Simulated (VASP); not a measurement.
# LaTa2 (C15 type) (Fd-3m) in VASP: electric field gradients with PBE

Aim: the electric field gradients of LaTa2 (C15 type) with PBE.

Everything below comes from runs of VASP 6.6.1. Logs are shortened: lines on timing, memory, paths and dates and some standing lists are left out, and cuts for length are marked.

### 1 The cell of the first run

The structure is cubic, space group Fd-3m (No. 227). The conventional cell has a = 8.231 Å, b = 8.231 Å, c = 8.231 Å, α = 90.00°, β = 90.00°, γ = 90.00°. Within 4.5 Å of La (site symmetry -43m) lie 12 Ta at 3.41 Å and 4 La at 3.56 Å. Within 3.8 Å of Ta (site symmetry -3m) lie 6 Ta at 2.91 Å and 6 La at 3.41 Å.

### 2 Electric field gradients, PBE

File INCAR:

```
PREC = Accurate
ENCUT = 520
EDIFF = 1E-8
ISMEAR = -1
SIGMA = 0.05
LREAL = F
LASPH = T
NELM = 80
ALGO = Normal
ISIF = 2
LWAVE = F
LCHARG = F
GGA = PE
LEFG = T
NBANDS = 42
```

File KPOINTS:

```
regular mesh
0
Gamma
  7 7 7
```

File POSCAR:

```
LaTa2
1.0
    0.0000000000      4.1154703417      4.1154703417
    4.1154703417      0.0000000000      4.1154703417
    4.1154703417      4.1154703417      0.0000000000
La Ta
2 4
Direct
    0.1250000000      0.1250000000      0.1250000000
   -0.1250000000     -0.1250000000     -0.1250000000
    0.5000000000      0.5000000000      0.5000000000
    0.5000000000      0.5000000000      0.0000000000
    0.5000000000      0.0000000000      0.5000000000
    0.0000000000      0.5000000000      0.5000000000
```

Potentials or basis: VASP PAW PBE potentials, release 64 (La, Ta_pv).

Run with:

```console
$ cat potpaw_PBE.64/La/POTCAR potpaw_PBE.64/Ta_pv/POTCAR > POTCAR
$ mpirun -np 1 vasp_std > vasp.out
```

OUTCAR:

```text
PREC = Accurate
   ENCUT = 520
   EDIFF = 1E-8
   ISMEAR = -1
   LREAL = F
   LASPH = T
   NELM = 80
   ISIF = 2
   GGA = PE

 ion  position               nearest neighbor table
   1  0.125  0.125  0.125-   4 3.41   5 3.41   6 3.41   3 3.41   5 3.41   6 3.41   3 3.41   4 3.41
                             6 3.41   3 3.41   4 3.41   5 3.41   2 3.56   2 3.56   2 3.56   2 3.56
   2  0.875  0.875  0.875-   3 3.41   4 3.41   5 3.41   3 3.41   4 3.41   6 3.41   3 3.41   5 3.41
                             6 3.41   4 3.41   5 3.41   6 3.41   1 3.56   1 3.56   1 3.56   1 3.56
   3  0.500  0.500  0.500-   4 2.91   5 2.91   6 2.91   4 2.91   5 2.91   6 2.91   2 3.41   1 3.41
                             2 3.41   1 3.41   2 3.41   1 3.41
   4  0.500  0.500  0.000-   3 2.91   3 2.91   5 2.91   6 2.91   5 2.91   6 2.91   1 3.41   2 3.41
                             2 3.41   1 3.41   2 3.41   1 3.41
   5  0.500  0.000  0.500-   3 2.91   4 2.91   3 2.91   4 2.91   6 2.91   6 2.91   1 3.41   1 3.41
                             2 3.41   1 3.41   2 3.41   2 3.41
   6  0.000  0.500  0.500-   3 2.91   4 2.91   5 2.91   3 2.91   4 2.91   5 2.91   1 3.41   2 3.41
                             1 3.41   2 3.41   1 3.41   2 3.41

  LATTYP: Found a face centered cubic cell.
 ALAT       =     8.2309406834

  Lattice vectors:

 A1 = (   0.0000000000,   4.1154703417,   4.1154703417)
 A2 = (   4.1154703417,   0.0000000000,   4.1154703417)
 A3 = (   4.1154703417,   4.1154703417,   0.0000000000)

Analysis of symmetry for initial positions (statically):
=====================================================================
 Subroutine PRICEL returns:
 Original cell was already a primitive cell.

 Routine SETGRP: Setting up the symmetry group for a
 face centered cubic supercell.

 Subroutine GETGRP returns: Found 48 space group operations
 (whereof 12 operations were pure point group operations)
 out of a pool of 48 trial point group operations.

The static configuration has the point symmetry D_3d.
 The point group associated with its full space group is O_h .

Analysis of symmetry for dynamics (positions and initial velocities):
=====================================================================
 Subroutine PRICEL returns:
 Original cell was already a primitive cell.

 Routine SETGRP: Setting up the symmetry group for a
 face centered cubic supercell.

 Subroutine GETGRP returns: Found 48 space group operations
 (whereof 12 operations were pure point group operations)
 out of a pool of 48 trial point group operations.

The dynamic configuration has the point symmetry D_3d.
 The point group associated with its full space group is O_h .

 Subroutine INISYM returns: Found 48 space group operations
 (whereof 12 operations are pure point group operations),
 and found     1 'primitive' translations

----------------------------------------------------------------------------------------

                                     Primitive cell

  volume of cell :     139.4082

  direct lattice vectors                    reciprocal lattice vectors
     0.000000000  4.115470342  4.115470342    -0.121492796  0.121492796  0.121492796
     4.115470342  0.000000000  4.115470342     0.121492796 -0.121492796  0.121492796
     4.115470342  4.115470342  0.000000000     0.121492796  0.121492796 -0.121492796

  length of vectors
     5.820153973  5.820153973  5.820153973     0.210431696  0.210431696  0.210431696

  position of ions in fractional coordinates (direct lattice)
     0.125000000  0.125000000  0.125000000
     0.875000000  0.875000000  0.875000000
     0.500000000  0.500000000  0.500000000
     0.500000000  0.500000000  0.000000000
     0.500000000  0.000000000  0.500000000
     0.000000000  0.500000000  0.500000000

  ion indices of the primitive-cell ions
   primitive index   ion index
                 1           1
                 2           2
                 3           3
                 4           4
                 5           5
                 6           6

----------------------------------------------------------------------------------------

 KPOINTS: regular mesh

Automatic generation of k-mesh.
 Grid dimensions read from file:
 generate k-points for:    7    7    7

 Generating k-lattice:

  Cartesian coordinates                     Fractional coordinates (reciprocal lattice)
    -0.017356114  0.017356114  0.017356114     0.142857143  0.000000000  0.000000000
     0.017356114 -0.017356114  0.017356114     0.000000000  0.142857143  0.000000000
     0.017356114  0.017356114 -0.017356114     0.000000000  0.000000000  0.142857143

  Length of vectors
     0.030061671  0.030061671  0.030061671

  Shift w.r.t. Gamma in fractional coordinates (k-lattice)
     0.000000000  0.000000000  0.000000000

 Subroutine IBZKPT returns following result:
 ===========================================

 Found     20 irreducible k-points:

 Following reciprocal coordinates:
            Coordinates               Weight
  0.000000  0.000000  0.000000      1.000000
  0.142857  0.000000  0.000000      8.000000
  0.285714  0.000000  0.000000      8.000000
  0.428571  0.000000  0.000000      8.000000
  0.142857  0.142857  0.000000      6.000000
  0.285714  0.142857  0.000000     24.000000
[... 12 lines left out ...]
 -0.428571  0.428571  0.142857     24.000000
 -0.285714  0.428571  0.142857     24.000000
   k-points           NKPTS =     20   k-points in BZ     NKDIM =     20   number of bands    NBANDS=     42
   number of dos      NEDOS =    301   number of ions     NIONS =      6
   total plane-waves  NPLWV = 110592
   dimension x,y,z NGX =    48 NGY =   48 NGZ =   48
   dimension x,y,z NGXF=    96 NGYF=   96 NGZF=   96
   ions per type =               2   4
   NGX,Y,Z   is equivalent  to a cutoff of  13.71, 13.71, 13.71 a.u.
   NGXF,Y,Z  is equivalent  to a cutoff of  27.42, 27.42, 27.42 a.u.
 SYSTEM =  unknown system
   PREC   = accura    normal or accurate (medium, high low for compatibility)
   ISTART =      0    job   : 0-new  1-cont  2-samecut
   ICHARG =      2    charge: 1-file 2-atom 10-const
   ISPIN  =      1    spin polarized calculation?
   LNONCOLLINEAR =      F non collinear calculations
   LSORBIT =      F    spin-orbit coupling
   LASPH  =      T    aspherical Exc in radial PAW
   ENCUT  =  520.0 eV  38.22 Ry    6.18 a.u.  10.82 10.82 10.82*2*pi/ulx,y,z
   NELM   =     80;   NELMIN=  2; NELMDL= -5     # of ELM steps
   EDIFF  = 0.1E-07   stopping-criterion for ELM
   LREAL  =      F    real-space projection
   EDIFFG = 0.1E-06   stopping-criterion for IOM
   NSW    =      0    number of steps for IOM
   IBRION =     -1    ionic relax: 0-MD 1-quasi-New 2-CG
   NFREE  =      0    steps in history (QN), initial steepest desc. (CG)
   ISIF   =      2    stress and relaxation
   ISYM   =      2    0-nonsym 1-usesym 2-fastsym
   POTIM  = 0.5000    time-step for ionic-motion
   TEBEG  =    0.0;   TEEND  =   0.0 temperature during run
   PSTRESS=    0.0 pullay stress
   NELECT =      66.0000    total number of electrons
   NUPDOWN=      -1.0000    fix difference up-down
   EMIN   =  10.00;   EMAX   =-10.00  energy-range for DOS
   EFERMI =   0.00;   METHOD = LEGACY
   ISMEAR =    -1;   SIGMA  =   0.05  broadening in eV -4-tet -1-fermi 0-gaus
   EFERMI_NEDOS =   21; number of points for ismear=-14 and -15
   IALGO  =     38    algorithm
   IMIX   =      4    mixing-type and parameters
     AMIX     =   0.40;   BMIX     =  1.00
     AMIX_MAG =   1.60;   BMIX_MAG =  1.00
  volume/ion in A,a.u.               =      23.23       156.80
  Fermi-wavevector in a.u.,A,eV,Ry     =   1.275929  2.411157 22.150230  1.627996
  Thomas-Fermi vector in A             =   2.408614
   LORBIT       =      0    0 simple, 1 ext, 2 COOP (PROOUT), +10 PAW based schemes
   GGA     = PE    functional components
   LHFCALC =     F    Hartree Fock is set to
   AEXX    =    0.0000 exact exchange contribution
   IVDW    =     0    specifies the selected vdW correction
   LEPSILON=     F    determine dielectric tensor
   LRPA    =     F    only Hartree local field effects (RPA)
 non-spin polarized calculation
  energy-cutoff  :      520.00
  volume of cell :      139.41
 maximum number of plane-waves:      3780
 NGX is ok and might be reduce to    48
   NGX = 21   NGY = 21   NGZ = 21

 number of electron      65.9999994 magnetization

 Free energy of the ion-electron system (eV)
  ---------------------------------------------------
  ext. energy  EPLUGINS =         0.00000000
  ---------------------------------------------------
  free energy    TOTEN  =       -55.00192527 eV

  energy without entropy =      -54.93438472  energy(sigma->0) =      -54.96815499

 E-fermi :   6.8884     XC(G=0): -11.3950

 val. band max:        6.8605744982   @ k =   0.2857   0.0000   0.0000
 cond. band min:       6.9035382570   @ k =  -0.4286   0.2857   0.1429
 fundamental gap:      0.0429637588
 Fermi energy:         6.8883857381

 k-point     1 :       0.0000    0.0000    0.0000
  band No.  band energies     occupation
      1     -27.4961      2.00000
      2     -27.1786      2.00000
      3     -27.1786      2.00000
      4     -27.1786      2.00000
      5     -27.0757      2.00000
      6     -27.0757      2.00000
[... 34 lines left out ...]
     41       9.5420      0.00000
     42       9.5439      0.00000

 k-point     2 :       0.1429    0.0000    0.0000
  band No.  band energies     occupation
      1     -27.4646      2.00000
      2     -27.1701      2.00000
      3     -27.1648      2.00000
      4     -27.1648      2.00000
      5     -27.0677      2.00000
      6     -27.0677      2.00000
[... 799 lines left out ...]
     41       9.4895      0.00000
     42       9.5419      0.00000

 k-point    20 :      -0.2857    0.4286    0.1429
  band No.  band energies     occupation
      1     -27.1941      2.00000
      2     -27.0972      2.00000
      3     -27.0776      2.00000
      4     -27.0720      2.00000
      5     -26.9671      2.00000
      6     -26.9661      2.00000
[... 34 lines left out ...]
     41       9.4670      0.00000
     42       9.7287      0.00000

------------------------ aborting loop because EDIFF is reached ----------------------------------------

  FORCE on cell =-STRESS in cart. coord.  units (eV):
  Direction    XX          YY          ZZ          XY          YZ          ZX
  --------------------------------------------------------------------------------------
  -------------------------------------------------------------------------------------
  Total       -0.0088116     -0.0088116     -0.0088116     -0.0000000      0.0000000      0.0000000
  in kB       -0.1012689     -0.1012689     -0.1012689     -0.0000000      0.0000000      0.0000000
  external PRESSURE =      -0.1012689 kB  Pullay stress =       0.0000000 kB

 VOLUME and BASIS-vectors are now :
 -----------------------------------------------------------------------------
  energy-cutoff  :      520.00
  volume of cell :      139.41
      direct lattice vectors                 reciprocal lattice vectors
     0.000000000  4.115470342  4.115470342    -0.121492796  0.121492796  0.121492796
     4.115470342  0.000000000  4.115470342     0.121492796 -0.121492796  0.121492796
     4.115470342  4.115470342  0.000000000     0.121492796  0.121492796 -0.121492796

 POSITION                                       TOTAL-FORCE (eV/Angst)
 -----------------------------------------------------------------------------------
      1.02887      1.02887      1.02887        -0.000000     -0.000000     -0.000000
      7.20207      7.20207      7.20207         0.000000      0.000000      0.000000
      4.11547      4.11547      4.11547        -0.000000      0.000000     -0.000000
      2.05774      2.05774      4.11547        -0.000000      0.000000     -0.000000
      2.05774      4.11547      2.05774        -0.000000      0.000000     -0.000000
      4.11547      2.05774      2.05774        -0.000000      0.000000     -0.000000
 -----------------------------------------------------------------------------------
    total drift:                               -0.000000     -0.000000     -0.000000

  FREE ENERGIE OF THE ION-ELECTRON SYSTEM (eV)
  ---------------------------------------------------
  free  energy   TOTEN  =       -55.0019252682 eV

  energy  without entropy=      -54.9343847161  energy(sigma->0) =      -54.96815499

 Electric field gradients (V/A^2)
---------------------------------------------------------------------
 ion       V_xx      V_yy      V_zz      V_xy      V_xz      V_yz
---------------------------------------------------------------------
   1       0.000    -0.000     0.000    -0.000    -0.000    -0.000
   2       0.000    -0.000     0.000    -0.000    -0.000    -0.000
   3      -0.000     0.000     0.000  -114.997  -114.997  -114.997
   4       0.000     0.000    -0.000  -114.997   114.997   114.997
   5       0.000    -0.000     0.000   114.997  -114.997   114.997
   6      -0.000     0.000     0.000   114.997   114.997  -114.997
---------------------------------------------------------------------

 Electric field gradients after diagonalization (V/A^2)
 (convention: |V_zz| > |V_xx| > |V_yy|)
----------------------------------------------------------------------
 ion       V_xx      V_yy      V_zz     asymmetry (V_yy - V_xx)/ V_zz
----------------------------------------------------------------------
   1       0.000     0.000    -0.000       0.000
   2       0.000     0.000    -0.000       0.000
   3     114.997   114.997  -229.995       0.000
   4     114.997   114.996  -229.994       0.000
   5     114.997   114.996  -229.994       0.000
   6     114.997   114.996  -229.994       0.000
----------------------------------------------------------------------

           NMR quadrupolar parameters

 Cq : quadrupolar parameter    Cq=e*Q*V_zz/h
 eta: asymmetry parameters     (V_yy - V_xx)/ V_zz
 Q  : nuclear electric quadrupole moment in mb (millibarn)
----------------------------------------------------------------------
 ion       Cq(MHz)       eta       Q (mb)
----------------------------------------------------------------------
   1      -0.000       0.000       1.000
   2      -0.000       0.000       1.000
   3      -0.556       0.000       1.000
   4      -0.556       0.000       1.000
   5      -0.556       0.000       1.000
   6      -0.556       0.000       1.000
----------------------------------------------------------------------
```

Wall time 3.1 min (1 thread of Intel Xeon Platinum 8488C (Sapphire Rapids), shared host); peak memory 0.38 GiB.

Results:

| Item | Value |
| --- | --- |
| Free energy | -55.0019 eV |
| Pressure | 0.0 GPa |
| Band gap on the k mesh | zero (band 33 reaches 7.92 eV, above the bottom of band 34 at 6.55 eV) |

Levels at points of the mesh, in eV from the Fermi level:
```
           k point  band 29  band 30  band 31  band 32  band 33  band 34  band 35  band 36  band 37  band 38
(0.00, 0.00, 0.00)    -0.82    -0.82    -0.25    -0.25     1.04     1.04     1.04     2.06     2.08     2.08
```

Electric field gradients, principal values (V/Å²):
```csv
atom,least,middle,greatest (by size)
1 La,0.000,0.000,0.000
2 La,0.000,0.000,0.000
3 Ta,114.997,114.997,-229.995
4 Ta,114.996,114.997,-229.994
5 Ta,114.996,114.997,-229.994
6 Ta,114.996,114.997,-229.994
```

Caveat: without QUAD_EFG the Cq values of the log hold for a quadrupole moment of 1 mb, not for the nuclei; spin-orbit coupling is left out, which moves the levels of the heavy elements.
